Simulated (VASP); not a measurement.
# InSb3 in VASP: further runs

InSb3 is run at these levels: PBEsol; tasks: single point.

All numbers are computed with VASP 6.6.1; they aren't measurements. Logs are shortened: lines on timing, memory, paths and dates and some standing lists are left out, and cuts for length are marked.

**1. The cell of the first run**

Symmetry: Pm-3m, No. 221, cubic system. Conventional cell: a = 4.870 Å, b = 4.870 Å, c = 4.870 Å, α = 90.00°, β = 90.00°, γ = 90.00°. In (site symmetry m-3m) has 12 Sb at 3.44 Å within 4.5 Å. Sb (site symmetry 4/mmm) has 4 In at 3.44 Å and 8 Sb at 3.44 Å within 4.5 Å.

**2. Single point, PBEsol**

INCAR reads:

```
ALGO     = Normal         # electronic algorithm
EDIFF    = 1E-7           # SCF threshold, eV
ENCUT    = 520            # plane-wave cutoff, eV
GGA      = PS             # functional
ISIF     = 2              # what is computed and relaxed
ISMEAR   = 0              # smearing method
LASPH    = True           # aspherical terms in the spheres
LCHARG   = False          # write CHGCAR
LREAL    = False          # projectors in reciprocal space
LWAVE    = False          # write WAVECAR
NBANDS   = 22             # bands
NELM     = 80             # most SCF steps
PREC     = Accurate       # precision mode
SIGMA    = 0.15           # smearing width, eV
```

KPOINTS reads:

```
k-points
0
Gamma
  8 8 8
```

POSCAR reads:

```
InSb3
1.0
    4.8703161756      0.0000000000      0.0000000000
    0.0000000000      4.8703161756      0.0000000000
    0.0000000000      0.0000000000      4.8703161756
In Sb
1 3
Direct
    0.0000000000      0.0000000000      0.0000000000
    0.5000000000      0.0000000000      0.5000000000
    0.0000000000      0.5000000000      0.5000000000
    0.5000000000      0.5000000000      0.0000000000
```

Potentials or basis: VASP PAW PBE potentials, release 64 (In_d, Sb).

On the command line:

```console
> cat potpaw_PBE.64/In_d/POTCAR potpaw_PBE.64/Sb/POTCAR > POTCAR
> mpirun -np 1 vasp_std > vasp.out
```

OUTCAR:

```text
EDIFF = 1E-7
   ENCUT = 520
   GGA = PS
   ISIF = 2
   ISMEAR = 0
   LASPH = True
   LREAL = False
   NELM = 80
   PREC = Accurate

 ion  position               nearest neighbor table
   1  0.000  0.000  0.000-   2 3.44   3 3.44   4 3.44   2 3.44   3 3.44   3 3.44   4 3.44   3 3.44
                             2 3.44   4 3.44   2 3.44   4 3.44
   2  0.500  0.000  0.500-   1 3.44   3 3.44   4 3.44   1 3.44   4 3.44   3 3.44   4 3.44   4 3.44
                             1 3.44   3 3.44   1 3.44   3 3.44
   3  0.000  0.500  0.500-   1 3.44   2 3.44   4 3.44   1 3.44   4 3.44   1 3.44   2 3.44   1 3.44
                             2 3.44   4 3.44   4 3.44   2 3.44
   4  0.500  0.500  0.000-   1 3.44   2 3.44   3 3.44   2 3.44   3 3.44   1 3.44   2 3.44   2 3.44
                             1 3.44   3 3.44   3 3.44   1 3.44

  LATTYP: Found a simple cubic cell.
 ALAT       =     4.8703161756

  Lattice vectors:

 A1 = (   4.8703161756,   0.0000000000,   0.0000000000)
 A2 = (   0.0000000000,   4.8703161756,   0.0000000000)
 A3 = (   0.0000000000,   0.0000000000,   4.8703161756)

Analysis of symmetry for initial positions (statically):
=====================================================================
 Subroutine PRICEL returns:
 Original cell was already a primitive cell.

 Routine SETGRP: Setting up the symmetry group for a
 simple cubic supercell.

 Subroutine GETGRP returns: Found 48 space group operations
 (whereof 48 operations were pure point group operations)
 out of a pool of 48 trial point group operations.

The static configuration has the point symmetry O_h .

Analysis of symmetry for dynamics (positions and initial velocities):
=====================================================================
 Subroutine PRICEL returns:
 Original cell was already a primitive cell.

 Routine SETGRP: Setting up the symmetry group for a
 simple cubic supercell.

 Subroutine GETGRP returns: Found 48 space group operations
 (whereof 48 operations were pure point group operations)
 out of a pool of 48 trial point group operations.

The dynamic configuration has the point symmetry O_h .

 Subroutine INISYM returns: Found 48 space group operations
 (whereof 48 operations are pure point group operations),
 and found     1 'primitive' translations

----------------------------------------------------------------------------------------

                                     Primitive cell

  volume of cell :     115.5238

  direct lattice vectors                    reciprocal lattice vectors
     4.870316176  0.000000000  0.000000000     0.205325479  0.000000000  0.000000000
     0.000000000  4.870316176  0.000000000     0.000000000  0.205325479  0.000000000
     0.000000000  0.000000000  4.870316176     0.000000000  0.000000000  0.205325479

  length of vectors
     4.870316176  4.870316176  4.870316176     0.205325479  0.205325479  0.205325479

  position of ions in fractional coordinates (direct lattice)
     0.000000000  0.000000000  0.000000000
     0.500000000  0.000000000  0.500000000
     0.000000000  0.500000000  0.500000000
     0.500000000  0.500000000  0.000000000

  ion indices of the primitive-cell ions
   primitive index   ion index
                 1           1
                 2           2
                 3           3
                 4           4

----------------------------------------------------------------------------------------

 KPOINTS: k-points

Automatic generation of k-mesh.
 Grid dimensions read from file:
 generate k-points for:    8    8    8

 Generating k-lattice:

  Cartesian coordinates                     Fractional coordinates (reciprocal lattice)
     0.025665685  0.000000000  0.000000000     0.125000000  0.000000000  0.000000000
     0.000000000  0.025665685  0.000000000     0.000000000  0.125000000  0.000000000
     0.000000000  0.000000000  0.025665685     0.000000000  0.000000000  0.125000000

  Length of vectors
     0.025665685  0.025665685  0.025665685

  Shift w.r.t. Gamma in fractional coordinates (k-lattice)
     0.000000000  0.000000000  0.000000000

 Subroutine IBZKPT returns following result:
 ===========================================

 Found     35 irreducible k-points:

 Following reciprocal coordinates:
            Coordinates               Weight
  0.000000  0.000000  0.000000      1.000000
  0.125000  0.000000  0.000000      6.000000
  0.250000  0.000000  0.000000      6.000000
  0.375000  0.000000  0.000000      6.000000
  0.500000  0.000000  0.000000      3.000000
  0.125000  0.125000  0.000000     12.000000
[... 16 lines left out ...]
  0.375000  0.375000  0.125000     24.000000
  0.500000  0.375000  0.125000     24.000000
 [... further k-points ...]
   k-points           NKPTS =     35   k-points in BZ     NKDIM =     35   number of bands    NBANDS=     22
   number of dos      NEDOS =    301   number of ions     NIONS =      4
   total plane-waves  NPLWV =  46656
   dimension x,y,z NGX =    36 NGY =   36 NGZ =   36
   dimension x,y,z NGXF=    72 NGYF=   72 NGZF=   72
   ions per type =               1   3
   NGX,Y,Z   is equivalent  to a cutoff of  12.29, 12.29, 12.29 a.u.
   NGXF,Y,Z  is equivalent  to a cutoff of  24.58, 24.58, 24.58 a.u.
 SYSTEM =  unknown system
   PREC   = accura    normal or accurate (medium, high low for compatibility)
   ISTART =      0    job   : 0-new  1-cont  2-samecut
   ICHARG =      2    charge: 1-file 2-atom 10-const
   ISPIN  =      1    spin polarized calculation?
   LNONCOLLINEAR =      F non collinear calculations
   LSORBIT =      F    spin-orbit coupling
   LASPH  =      T    aspherical Exc in radial PAW
   ENCUT  =  520.0 eV  38.22 Ry    6.18 a.u.   9.06  9.06  9.06*2*pi/ulx,y,z
   NELM   =     80;   NELMIN=  2; NELMDL= -5     # of ELM steps
   EDIFF  = 0.1E-06   stopping-criterion for ELM
   LREAL  =      F    real-space projection
   EDIFFG = 0.1E-05   stopping-criterion for IOM
   NSW    =      0    number of steps for IOM
   IBRION =     -1    ionic relax: 0-MD 1-quasi-New 2-CG
   NFREE  =      0    steps in history (QN), initial steepest desc. (CG)
   ISIF   =      2    stress and relaxation
   ISYM   =      2    0-nonsym 1-usesym 2-fastsym
   POTIM  = 0.5000    time-step for ionic-motion
   TEBEG  =    0.0;   TEEND  =   0.0 temperature during run
   PSTRESS=    0.0 pullay stress
   NELECT =      28.0000    total number of electrons
   NUPDOWN=      -1.0000    fix difference up-down
   EMIN   =  10.00;   EMAX   =-10.00  energy-range for DOS
   EFERMI =   0.00;   METHOD = LEGACY
   ISMEAR =     0;   SIGMA  =   0.15  broadening in eV -4-tet -1-fermi 0-gaus
   EFERMI_NEDOS =   21; number of points for ismear=-14 and -15
   IALGO  =     38    algorithm
   IMIX   =      4    mixing-type and parameters
     AMIX     =   0.40;   BMIX     =  1.00
     AMIX_MAG =   1.60;   BMIX_MAG =  1.00
  volume/ion in A,a.u.               =      28.88       194.90
  Fermi-wavevector in a.u.,A,eV,Ry     =   1.020713  1.928868 14.175301  1.041855
  Thomas-Fermi vector in A             =   2.154298
   LORBIT       =      0    0 simple, 1 ext, 2 COOP (PROOUT), +10 PAW based schemes
   GGA     = PS    functional components
   LHFCALC =     F    Hartree Fock is set to
   AEXX    =    0.0000 exact exchange contribution
   IVDW    =     0    specifies the selected vdW correction
   LEPSILON=     F    determine dielectric tensor
   LRPA    =     F    only Hartree local field effects (RPA)
 non-spin polarized calculation
 Gauss-broadening in eV      SIGMA  =   0.15
  energy-cutoff  :      520.00
  volume of cell :      115.52
 maximum number of plane-waves:      3136
   NGX = 19   NGY = 19   NGZ = 19

 number of electron      27.9999987 magnetization

 Free energy of the ion-electron system (eV)
  ---------------------------------------------------
  ext. energy  EPLUGINS =         0.00000000
  ---------------------------------------------------
  free energy    TOTEN  =       -15.92559110 eV

  energy without entropy =      -15.90541015  energy(sigma->0) =      -15.91550062

 E-fermi :   7.1615     XC(G=0): -10.0055

 val. band max:        7.1405320790   @ k =   0.3750   0.1250   0.0000
 cond. band min:       7.1665783471   @ k =   0.5000   0.2500   0.1250
 fundamental gap:      0.0260462681
 Fermi energy:         7.1614610774

 k-point     1 :       0.0000    0.0000    0.0000
  band No.  band energies     occupation
      1      -7.1822      2.00000
      2      -7.1822      2.00000
      3      -7.1688      2.00000
      4      -7.1688      2.00000
      5      -7.1688      2.00000
      6      -4.6994      2.00000
[... 14 lines left out ...]
     21      12.0209      0.00000
     22      12.3731      0.00000

 k-point     2 :       0.1250    0.0000    0.0000
  band No.  band energies     occupation
      1      -7.1815      2.00000
      2      -7.1801      2.00000
      3      -7.1702      2.00000
      4      -7.1702      2.00000
      5      -7.1687      2.00000
      6      -4.6085      2.00000
[... 14 lines left out ...]
     21      12.4476      0.00000
     22      12.5664      0.00000

 k-point     3 :       0.2500    0.0000    0.0000
  band No.  band energies     occupation
      1      -7.1797      2.00000
      2      -7.1753      2.00000
      3      -7.1735      2.00000
      4      -7.1735      2.00000
      5      -7.1686      2.00000
      6      -4.3405      2.00000
[... 14 lines left out ...]
     21      12.3023      0.00000
     22      12.5719      0.00000

 k-point     4 :       0.3750    0.0000    0.0000
  band No.  band energies     occupation
      1      -7.1780      2.00000
      2      -7.1769      2.00000
      3      -7.1769      2.00000
      4      -7.1704      2.00000
      5      -7.1685      2.00000
      6      -3.9226      2.00000
[... 14 lines left out ...]
     21      11.4948      0.00000
     22      13.0045      0.00000

 k-point     5 :       0.5000    0.0000    0.0000
  band No.  band energies     occupation
      1      -7.1782      2.00000
      2      -7.1782      2.00000
      3      -7.1773      2.00000
      4      -7.1685      2.00000
      5      -7.1684      2.00000
      6      -3.5834      2.00000
[... 14 lines left out ...]
     21      11.1145      0.00000
     22      13.2589      0.00000

 k-point     6 :       0.1250    0.1250    0.0000
  band No.  band energies     occupation
      1      -7.1802      2.00000
      2      -7.1787      2.00000
      3      -7.1718      2.00000
      4      -7.1702      2.00000
      5      -7.1700      2.00000
      6      -4.5177      2.00000
[... 14 lines left out ...]
     21      12.5017      0.00000
     22      12.6081      0.00000

 k-point     7 :       0.2500    0.1250    0.0000
  band No.  band energies     occupation
      1      -7.1785      2.00000
      2      -7.1756      2.00000
      3      -7.1739      2.00000
      4      -7.1734      2.00000
      5      -7.1700      2.00000
      6      -4.2499      2.00000
[... 324 lines left out ...]
      6      -3.8942      2.00000
[... 14 lines left out ...]
     21      12.8797      0.00000
     22      12.9517      0.00000

 k-point    21 :       0.3750    0.2500    0.1250
  band No.  band energies     occupation
      1      -7.1867      2.00000
      2      -7.1792      2.00000
      3      -7.1752      2.00000
      4      -7.1714      2.00000
      5      -7.1642      2.00000
      6      -3.4806      2.00000
[... 14 lines left out ...]
     21      12.5451      0.00000
     22      13.8051      0.00000

 k-point    22 :       0.5000    0.2500    0.1250
  band No.  band energies     occupation
      1      -7.1888      2.00000
      2      -7.1807      2.00000
      3      -7.1751      2.00000
      4      -7.1709      2.00000
      5      -7.1622      2.00000
      6      -3.1342      2.00000
[... 14 lines left out ...]
     21      11.6952      0.00000
     22      14.4528      0.00000

 k-point    23 :       0.3750    0.3750    0.1250
  band No.  band energies     occupation
      1      -7.1934      2.00000
      2      -7.1790      2.00000
      3      -7.1787      2.00000
      4      -7.1693      2.00000
      5      -7.1597      2.00000
      6      -3.0713      2.00000
[... 14 lines left out ...]
     21      12.7954      0.00000
     22      13.7058      0.00000

 k-point    24 :       0.5000    0.3750    0.1250
  band No.  band energies     occupation
      1      -7.1961      2.00000
      2      -7.1803      2.00000
      3      -7.1786      2.00000
      4      -7.1686      2.00000
      5      -7.1576      2.00000
      6      -2.7078      2.00000
[... 14 lines left out ...]
     21      12.1205      0.00000
     22      14.6170      0.00000

 [... further k-points ...]

------------------------ aborting loop because EDIFF is reached ----------------------------------------

  FORCE on cell =-STRESS in cart. coord.  units (eV):
  Direction    XX          YY          ZZ          XY          YZ          ZX
  --------------------------------------------------------------------------------------
  -------------------------------------------------------------------------------------
  Total       -3.1119186     -3.1119186     -3.1119186      0.0000000      0.0000000      0.0000000
  in kB      -43.1586001    -43.1586001    -43.1586001      0.0000000      0.0000000      0.0000000
  external PRESSURE =     -43.1586001 kB  Pullay stress =       0.0000000 kB

 VOLUME and BASIS-vectors are now :
 -----------------------------------------------------------------------------
  energy-cutoff  :      520.00
  volume of cell :      115.52
      direct lattice vectors                 reciprocal lattice vectors
     4.870316176  0.000000000  0.000000000     0.205325479  0.000000000  0.000000000
     0.000000000  4.870316176  0.000000000     0.000000000  0.205325479  0.000000000
     0.000000000  0.000000000  4.870316176     0.000000000  0.000000000  0.205325479

 POSITION                                       TOTAL-FORCE (eV/Angst)
 -----------------------------------------------------------------------------------
      0.00000      0.00000      0.00000         0.000000      0.000000      0.000000
      2.43516      0.00000      2.43516         0.000000      0.000000      0.000000
      0.00000      2.43516      2.43516         0.000000      0.000000      0.000000
      2.43516      2.43516      0.00000         0.000000      0.000000      0.000000
 -----------------------------------------------------------------------------------
    total drift:                               -0.000000     -0.000000     -0.000000

  FREE ENERGIE OF THE ION-ELECTRON SYSTEM (eV)
  ---------------------------------------------------
  free  energy   TOTEN  =       -15.9255910952 eV

  energy  without entropy=      -15.9054101466  energy(sigma->0) =      -15.91550062
```

Wall time 84 s (1 thread of Intel Xeon 8259CL, shared host); peak memory 0.26 GiB.

What came out:

```
Free energy            : -15.9256 eV
Pressure               : -4.3 GPa
Band gap on the k mesh : zero (bands 14 and 15 overlap by 4.36 eV)
```

Levels at points of the mesh, in eV from the Fermi level:
```
           k point  band 11  band 12  band 13  band 14  band 15  band 16  band 17  band 18
(0.00, 0.00, 0.00)    -4.06    -3.56     0.47     0.47     0.47     1.72     1.72     1.72
(0.50, 0.00, 0.00)    -2.73    -1.95    -1.95    -1.00    -0.75     1.84     2.11     2.11
(0.50, 0.50, 0.00)    -1.58    -1.58    -1.23    -1.01    -1.01    -0.48     1.13     3.14
(0.50, 0.50, 0.50)    -4.72    -4.72    -4.67     3.36     3.36     3.42     3.42     3.42
```

Caveat: the cell stands under tension; the PAW data sets were made with another functional, which shifts forces and pressure a little; spin-orbit coupling is left out, which moves the levels of the heavy elements.

**3. Single point, PBEsol**

This run uses another cell than the first one, of 24.87 Å³/atom.

INCAR reads:

```
  ALGO = Normal
  EDIFF = 1E-6
  ENCUT = 520
  GGA = PS
  ISIF = 2
  ISMEAR = 0
  LASPH = T
  LCHARG = F
  LREAL = F
  LWAVE = F
  NBANDS = 22
  NELM = 80
  PREC = Accurate
  SIGMA = 0.15
```

KPOINTS is that of step 2.

POSCAR reads:

```
InSb3
1.0
    4.6338930603      0.0550865859      0.0550865859
    0.0550865859      4.6338930603      0.0550865859
    0.0550865859      0.0550865859      4.6338930603
In Sb
1 3
Direct
    0.0000000000      0.0000000000      0.0000000000
    0.5000000000      0.0000000000      0.5000000000
    0.0000000000      0.5000000000      0.5000000000
    0.5000000000      0.5000000000      0.0000000000
```

Potentials or basis: VASP PAW PBE potentials, release 64 (In_d, Sb).

On the command line:

```console
> cat potpaw_PBE.64/In_d/POTCAR potpaw_PBE.64/Sb/POTCAR > POTCAR
> mpirun -np 1 vasp_std > vasp.out
```

Run time: 2.3 min. Hardware: 1 thread of Intel Xeon 8259CL, shared host; peak memory 0.29 GiB.

It converged, with:

| Item | Value |
| --- | --- |
| Free energy | -15.9731 eV |
| Pressure | 4.3 GPa |
| Band gap on the k mesh | zero (bands 14 and 15 overlap by 5.01 eV) |

Stress tensor (GPa, compression positive):
```
 4.33 -0.68 -0.68
-0.68  4.33 -0.68
-0.68 -0.68  4.33
```

Levels at points of the mesh, in eV from the Fermi level:
```csv
k point,band 12,band 13,band 14,band 15,band 16,band 17
"(0.00, 0.00, 0.00)",-3.62,0.33,0.33,0.82,1.57,2.04
"(0.50, 0.00, 0.00)",-2.49,-2.34,-1.30,-1.06,2.16,2.60
"(0.50, 0.50, 0.00)",-1.67,-1.45,-1.35,-1.15,-0.23,0.90
"(0.50, 0.50, 0.50)",-5.58,-5.07,3.86,3.86,4.15,4.34
```

Caveat: the cell stands under pressure; the PAW data sets were made with another functional, which shifts forces and pressure a little; spin-orbit coupling is left out, which moves the levels of the heavy elements.

**4. Single point, PBEsol**

This run uses another cell than the first one, of 24.87 Å³/atom.

INCAR reads:

```
SYSTEM = InSb3
PREC = Accurate ; ENCUT = 520
EDIFF = 1E-6 ; ISMEAR = 0
SIGMA = 0.15 ; LREAL = .False.
LASPH = .True. ; NELM = 60
ALGO = Normal ; ISIF = 2
LWAVE = .False. ; LCHARG = .True.
GGA = PS ; LELF = .True.
LVHAR = .True. ; NBANDS = 22
```

KPOINTS reads:

```
regular mesh
0
Gamma
  8 8 8
  0 0 0
```

POSCAR reads:

```
InSb3
1.0
    4.6338930603     -0.0550865859     -0.0550865859
   -0.0550865859      4.6338930603     -0.0550865859
   -0.0550865859     -0.0550865859      4.6338930603
In Sb
1 3
Direct
    0.0000000000      0.0000000000      0.0000000000
    0.5000000000      0.0000000000      0.5000000000
    0.0000000000      0.5000000000      0.5000000000
    0.5000000000      0.5000000000      0.0000000000
```

On the command line:

```console
> cat potpaw_PBE.64/In_d/POTCAR potpaw_PBE.64/Sb/POTCAR > POTCAR
> mpirun -np 1 vasp_std > vasp.out
```

It took 1.9 min on 1 thread of Intel Xeon 8259CL, shared host; peak memory 0.29 GiB.

Results (log left out):

* Free energy: -15.9737 eV
* Pressure: 4.3 GPa
* Band gap on the k mesh: zero (bands 14 and 15 overlap by 5.02 eV)

Stress tensor (GPa, compression positive):
```
4.32 0.60 0.60
0.60 4.32 0.60
0.60 0.60 4.32
```

Levels at points of the mesh, in eV from the Fermi level:
| k point | band 11 | band 12 | band 13 | band 14 | band 15 | band 16 | band 17 | band 18 |
| --- | --- | --- | --- | --- | --- | --- | --- | --- |
| (0.00, 0.00, 0.00) | -4.77 | -3.63 | 0.20 | 0.60 | 0.60 | 1.77 | 1.77 | 2.15 |
| (0.50, 0.00, 0.00) | -3.09 | -2.51 | -2.33 | -1.30 | -1.07 | 2.18 | 2.56 | 2.77 |
| (0.50, 0.50, 0.00) | -1.80 | -1.67 | -1.46 | -1.33 | -1.19 | -0.22 | 0.90 | 3.65 |
| (0.50, 0.50, 0.50) | -5.67 | -5.54 | -5.07 | 3.83 | 3.83 | 4.18 | 4.34 | 4.34 |

Caveat: the cell stands under pressure; the PAW data sets were made with another functional, which shifts forces and pressure a little; spin-orbit coupling is left out, which moves the levels of the heavy elements.

[end of part 1 of 2]

The gap in the log of VASP goes by the Fermi energy; the results here count the filled bands.